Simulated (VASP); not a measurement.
The system is Cu.

```xyz
1
Lattice="0.0000 1.7819 1.7819 1.7819 0.0000 1.7819 1.7819 1.7819 0.0000" Properties=species:S:1:pos:R:3 pbc="T T T"
Cu    0.0000    0.0000    0.0000
```

Base run:

- Program: VASP 6.6.1
- Functional: PBEsol
- Potentials or basis: VASP PAW PBE potentials, release 64 (Cu)
- Cutoff: 520 eV
- k mesh: 12 × 12 × 12
- Occupations: fermi-dirac, width 0.05 eV
- Spin: no spin polarisation

Its results: pressure 0.6 GPa.

Problem. The run is repeated on the same cell with these changes: functional from PBEsol to PBE. What comes out?

Solution. Pressure 9.4 GPa.

PBE binds less tightly than PBEsol, so the same cell stands under more pressure.

Caveats: the PAW data sets were made with another functional, which shifts forces and pressure a little (some runs).
